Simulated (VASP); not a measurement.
# LiH (Fm-3m) in VASP: further runs, part 2 of 2

VASP 6.6.1. Earlier steps stand in the parts before.

### 3 Relaxation of cell and atoms, PBE+D3(BJ)

This run uses another cell than the first one, of 8.04 Å³/atom.

INCAR

```
ALGO = Normal
EDIFF = 1E-7
EDIFFG = -0.005
ENCUT = 750
GGA = PE
GGA_COMPAT = F
IBRION = 2
ISIF = 3
ISMEAR = 0
IVDW = 12
LASPH = T
LCHARG = F
LREAL = F
LWAVE = F
NELM = 120
NELMIN = 4
NSW = 70
PREC = Accurate
SIGMA = 0.02
```

KPOINTS

```
k-points
0
Gamma
  10 10 10
```

POSCAR

```
LiH
1.0
    0.0000000000      2.0033987297      2.0033987297
    2.0033987297      0.0000000000      2.0033987297
    2.0033987297      2.0033987297      0.0000000000
Li H
1 1
Direct
    0.0000000000      0.0000000000      0.0000000000
    0.5000000000      0.5000000000      0.5000000000
```

Potentials or basis: VASP PAW PBE potentials, release 64 (Li_sv, H).

Started as:

```sh
> cat potpaw_PBE.64/Li_sv/POTCAR potpaw_PBE.64/H/POTCAR > POTCAR
> mpirun -np 1 vasp_std > vasp.out
```

OUTCAR:

```text
EDIFF = 1E-7
   EDIFFG = -0.005
   ENCUT = 750
   GGA = PE
   IBRION = 2
   ISIF = 3
   ISMEAR = 0
   IVDW = 12
   LASPH = T
   LREAL = F
   NELM = 120
   NELMIN = 4
   NSW = 70
   PREC = Accurate
 IVDW          = 12

 ion  position               nearest neighbor table
   1  0.000  0.000  0.000-
   2  0.500  0.500  0.500-

  LATTYP: Found a face centered cubic cell.
 ALAT       =     4.0067974594

  Lattice vectors:

 A1 = (   0.0000000000,   2.0033987297,   2.0033987297)
 A2 = (   2.0033987297,   0.0000000000,   2.0033987297)
 A3 = (   2.0033987297,   2.0033987297,   0.0000000000)

Analysis of symmetry for initial positions (statically):
=====================================================================
 Subroutine PRICEL returns:
 Original cell was already a primitive cell.

 Routine SETGRP: Setting up the symmetry group for a
 face centered cubic supercell.

 Subroutine GETGRP returns: Found 48 space group operations
 (whereof 48 operations were pure point group operations)
 out of a pool of 48 trial point group operations.

The static configuration has the point symmetry O_h .

Analysis of symmetry for dynamics (positions and initial velocities):
=====================================================================
 Subroutine PRICEL returns:
 Original cell was already a primitive cell.

 Routine SETGRP: Setting up the symmetry group for a
 face centered cubic supercell.

 Subroutine GETGRP returns: Found 48 space group operations
 (whereof 48 operations were pure point group operations)
 out of a pool of 48 trial point group operations.

The dynamic configuration has the point symmetry O_h .

 Subroutine INISYM returns: Found 48 space group operations
 (whereof 48 operations are pure point group operations),
 and found     1 'primitive' translations

----------------------------------------------------------------------------------------

                                     Primitive cell

  volume of cell :      16.0817

  direct lattice vectors                    reciprocal lattice vectors
     0.000000000  2.003398730  2.003398730    -0.249575880  0.249575880  0.249575880
     2.003398730  0.000000000  2.003398730     0.249575880 -0.249575880  0.249575880
     2.003398730  2.003398730  0.000000000     0.249575880  0.249575880 -0.249575880

  length of vectors
     2.833233654  2.833233654  2.833233654     0.432278104  0.432278104  0.432278104

  position of ions in fractional coordinates (direct lattice)
     0.000000000  0.000000000  0.000000000
     0.500000000  0.500000000  0.500000000

  ion indices of the primitive-cell ions
   primitive index   ion index
                 1           1
                 2           2

----------------------------------------------------------------------------------------

 KPOINTS: k-points

Automatic generation of k-mesh.
 Grid dimensions read from file:
 generate k-points for:   10   10   10

 Generating k-lattice:

  Cartesian coordinates                     Fractional coordinates (reciprocal lattice)
    -0.024957588  0.024957588  0.024957588     0.100000000  0.000000000  0.000000000
     0.024957588 -0.024957588  0.024957588     0.000000000  0.100000000  0.000000000
     0.024957588  0.024957588 -0.024957588     0.000000000  0.000000000  0.100000000

  Length of vectors
     0.043227810  0.043227810  0.043227810

  Shift w.r.t. Gamma in fractional coordinates (k-lattice)
     0.000000000  0.000000000  0.000000000

 Subroutine IBZKPT returns following result:
 ===========================================

 Found     47 irreducible k-points:

 Following reciprocal coordinates:
            Coordinates               Weight
  0.000000  0.000000  0.000000      1.000000
  0.100000  0.000000  0.000000      8.000000
  0.200000  0.000000  0.000000      8.000000
  0.300000  0.000000  0.000000      8.000000
  0.400000  0.000000  0.000000      8.000000
  0.500000  0.000000  0.000000      4.000000
[... 16 lines left out ...]
  0.300000  0.300000  0.000000      6.000000
  0.400000  0.300000  0.000000     24.000000
 [... further k-points ...]
   k-points           NKPTS =     47   k-points in BZ     NKDIM =     47   number of bands    NBANDS=      6
   number of dos      NEDOS =    301   number of ions     NIONS =      2
   total plane-waves  NPLWV =  21952
   dimension x,y,z NGX =    28 NGY =   28 NGZ =   28
   dimension x,y,z NGXF=    56 NGYF=   56 NGZF=   56
   ions per type =               1   1
   NGX,Y,Z   is equivalent  to a cutoff of  16.43, 16.43, 16.43 a.u.
   NGXF,Y,Z  is equivalent  to a cutoff of  32.86, 32.86, 32.86 a.u.
 SYSTEM =  unknown system
   PREC   = accura    normal or accurate (medium, high low for compatibility)
   ISTART =      0    job   : 0-new  1-cont  2-samecut
   ICHARG =      2    charge: 1-file 2-atom 10-const
   ISPIN  =      1    spin polarized calculation?
   LNONCOLLINEAR =      F non collinear calculations
   LSORBIT =      F    spin-orbit coupling
   LASPH  =      T    aspherical Exc in radial PAW
   ENCUT  =  750.0 eV  55.12 Ry    7.42 a.u.   6.33  6.33  6.33*2*pi/ulx,y,z
   NELM   =    120;   NELMIN=  4; NELMDL= -5     # of ELM steps
   EDIFF  = 0.1E-06   stopping-criterion for ELM
   LREAL  =      F    real-space projection
   EDIFFG = -.5E-02   stopping-criterion for IOM
   NSW    =     70    number of steps for IOM
   IBRION =      2    ionic relax: 0-MD 1-quasi-New 2-CG
   NFREE  =      1    steps in history (QN), initial steepest desc. (CG)
   ISIF   =      3    stress and relaxation
   ISYM   =      2    0-nonsym 1-usesym 2-fastsym
   POTIM  = 0.5000    time-step for ionic-motion
   TEBEG  =    0.0;   TEEND  =   0.0 temperature during run
   PSTRESS=    0.0 pullay stress
   NELECT =       4.0000    total number of electrons
   NUPDOWN=      -1.0000    fix difference up-down
   EMIN   =  10.00;   EMAX   =-10.00  energy-range for DOS
   EFERMI =   0.00;   METHOD = LEGACY
   ISMEAR =     0;   SIGMA  =   0.02  broadening in eV -4-tet -1-fermi 0-gaus
   EFERMI_NEDOS =   21; number of points for ismear=-14 and -15
   IALGO  =     38    algorithm
   IMIX   =      4    mixing-type and parameters
     AMIX     =   0.40;   BMIX     =  1.00
     AMIX_MAG =   1.60;   BMIX_MAG =  1.00
  volume/ion in A,a.u.               =       8.04        54.26
  Fermi-wavevector in a.u.,A,eV,Ry     =   1.029558  1.945582 14.422032  1.059989
  Thomas-Fermi vector in A             =   2.163611
   LORBIT       =      0    0 simple, 1 ext, 2 COOP (PROOUT), +10 PAW based schemes
   GGA     = PE    functional components
   LHFCALC =     F    Hartree Fock is set to
   AEXX    =    0.0000 exact exchange contribution
   IVDW    =    12    specifies the selected vdW correction
   LEPSILON=     F    determine dielectric tensor
   LRPA    =     F    only Hartree local field effects (RPA)
 conjugate gradient relaxation of ions
 non-spin polarized calculation
 Gauss-broadening in eV      SIGMA  =   0.02
  energy-cutoff  :      750.00
  volume of cell :       16.08
 maximum number of plane-waves:       763
 NGX is ok and might be reduce to    28
   NGX = 13   NGY = 13   NGZ = 13

--------------------------------------- Ionic step        1  -------------------------------------------

 number of electron       4.0000001 magnetization

 Free energy of the ion-electron system (eV)
  ---------------------------------------------------
  ext. energy  EPLUGINS =         0.00000000
  ---------------------------------------------------
  free energy    TOTEN  =        -6.12689242 eV

  energy without entropy =       -6.12689242  energy(sigma->0) =       -6.12689242

------------------------ aborting loop because EDIFF is reached ----------------------------------------

 Edisp (eV)   -0.33227

 E8    (eV) :    -0.1218
[... 111 lines left out ...]
--------------------------------------- Ionic step        4  -------------------------------------------

 number of electron       3.9999998 magnetization

 Free energy of the ion-electron system (eV)
  ---------------------------------------------------
  ext. energy  EPLUGINS =         0.00000000
  ---------------------------------------------------
  free energy    TOTEN  =        -6.10843642 eV

  energy without entropy =       -6.10843642  energy(sigma->0) =       -6.10843642

 E-fermi :   0.7127     XC(G=0):  -8.8537

 val. band max:        0.5998293537   @ k =   0.5000   0.5000   0.0000
 cond. band min:       3.4956996848   @ k =   0.5000   0.5000   0.0000
 fundamental gap:      2.8958703312
 Fermi energy:         0.7126928869

 k-point     1 :       0.0000    0.0000    0.0000
  band No.  band energies     occupation
      1     -43.6026      2.00000
      2      -5.2426      2.00000
      3      18.0700      0.00000
      4      19.5860      0.00000
      5      19.5860      0.00000
      6      19.5860      0.00000
[... 199 lines left out ...]
 k-point    24 :       0.4000    0.3000    0.0000
  band No.  band energies     occupation
      1     -43.5307      2.00000
      2      -1.9623      2.00000
      3       7.5992      0.00000
      4      11.5758      0.00000
      5      12.9966      0.00000
      6      17.7542      0.00000

 [... further k-points ...]

------------------------ aborting loop because EDIFF is reached ----------------------------------------

 Edisp (eV)   -0.36948

 E8    (eV) :    -0.1357
[... 25 lines left out ...]
  FREE ENERGIE OF THE ION-ELECTRON SYSTEM (eV)
  ---------------------------------------------------
  free  energy   TOTEN  =        -6.4779147481 eV

  energy  without entropy=       -6.4779147481  energy(sigma->0) =       -6.47791475

 reached required accuracy - stopping structural energy minimisation
```

OSZICAR:

```text
N       E                     dE             d eps       ncg     rms          rms(c)
DAV:   1     0.184920194022E+00    0.18492E+00   -0.17791E+03   564   0.763E+02
DAV:   2    -0.622978782980E+01   -0.64147E+01   -0.62773E+01   810   0.763E+01
DAV:   3    -0.636807913500E+01   -0.13829E+00   -0.13829E+00   684   0.117E+01
[... 31 lines left out ...]
DAV:   2    -0.610874674817E+01    0.47353E-03   -0.14397E-03   642   0.515E-01    0.199E-01
DAV:   3    -0.610844267210E+01    0.30408E-03   -0.59634E-04   960   0.175E-01    0.252E-02
DAV:   4    -0.610843587240E+01    0.67997E-05   -0.13092E-05   690   0.476E-02    0.537E-03
DAV:   5    -0.610843642269E+01   -0.55029E-06   -0.45750E-06   834   0.201E-02    0.177E-03
DAV:   6    -0.610843641739E+01    0.53035E-08   -0.14952E-07   474   0.524E-03
   4 F= -.64779147E+01 E0= -.64779147E+01  d E =-.187572E-01
```

CONTCAR:

```text
LiH
   1.00000000000000
    -0.0000000000000000    1.9359923232725662    1.9359923232725662
     1.9359923232725662   -0.0000000000000000    1.9359923232725662
     1.9359923232725662    1.9359923232725662   -0.0000000000000000
  Li              H
     1     1
Direct
     1.0000000000000000    0.0000000000000000    1.0000000000000000
     0.5000000000000000    0.5000000000000000    0.5000000000000000

  0.00000000E+00  0.00000000E+00  0.00000000E+00
  0.00000000E+00  0.00000000E+00  0.00000000E+00
```

It took 50 s on 1 thread of Intel Xeon 8259CL, shared host; peak memory 0.16 GiB.

What came out:

```
Free energy                           : -6.4779 eV
Relaxed volume                        : 7.26 Å³/atom
Relaxed cell                          : a = 2.738 Å, b = 2.738 Å, c = 2.738 Å, α = 60.00°, β = 60.00°, γ = 60.00°
Space group after relaxing (to 0.1 Å) : Fm-3m (No. 225)
Energy gained by relaxing             : 9.4 meV/atom
Ionic steps                           : 4
Pressure after relaxing               : 0.0 GPa
Band gap on the k mesh                : 2.90 eV
Dispersion energy per atom            : -0.185 eV
```

The path:
| step | energy change (eV) | largest force (eV/Å) | pressure (GPa) | volume (Å³) |
| --- | --- | --- | --- | --- |
| 1 | 0.0000 | 0.0000 | -3.59 | 16.08 |
| 2 | -0.0083 | 0.0000 | -2.79 | 15.67 |
| 3 | -0.0182 | 0.0000 | -0.67 | 14.77 |
| 4 | -0.0188 | 0.0000 | 0.05 | 14.51 |

Final structure:
```xyz
2
Lattice="0.0000 1.9360 1.9360 1.9360 0.0000 1.9360 1.9360 1.9360 0.0000" Properties=species:S:1:pos:R:3 pbc="T T T"
Li    1.9360    3.8720    1.9360
H     1.9360    1.9360    1.9360
```

Levels at points of the mesh, in eV from the valence-band top:
```tsv
k point	band 1	band 2	band 3	band 4	band 5	band 6
(0.00, 0.00, 0.00)	-44.20	-5.84	17.47	18.99	18.99	18.99
(0.50, 0.00, 0.00)	-44.13	-2.94	5.17	14.59	17.48	17.48
(0.50, 0.50, 0.00)	-44.11	0.00	2.90	11.34	11.34	14.63
```
